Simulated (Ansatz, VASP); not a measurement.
## CsSi3: VASP beside Ansatz

```xyz
4
Lattice="4.0788 0.0000 0.0000 -2.0394 3.5324 0.0000 0.0000 0.0000 7.5518" Properties=species:S:1:pos:R:3 pbc="T T T"
Cs    0.0000    0.0000    3.7759
Si    0.0000    0.0000    0.0000
Si    0.0000    2.3549    0.8234
Si    2.0394    1.1775    6.7284
```

Alike in both runs: functional PBE; k mesh 12 × 12 × 6; occupations gaussian, width 0.1 eV; no spin polarisation.

Ansatz relaxed the structure, and its values are those at the end. VASP's run is a single point on that final structure, the one shown.

|  | VASP | Ansatz |
| --- | --- | --- |
| version | VASP 6.6.1 | Ansatz 0.2.0 |
| potentials or method | VASP PAW PBE potentials, release 64 (Cs_sv, Si), cutoff 520 eV | scalar-relativistic, plane waves, PAW |
| valence electrons in the cell | 21 | 21 |

```tsv
	VASP	Ansatz	Ansatz less VASP
gap on the k mesh at the Fermi level (eV)	none	none	-
pressure (GPa)	0.0	0.0	-0.02
rms of the force components (eV/Å)	0.004	0.000	-0.0039
```

A gap of «none» marks a metal or a gap that the smearing closes.

Spin-orbit coupling is off throughout.
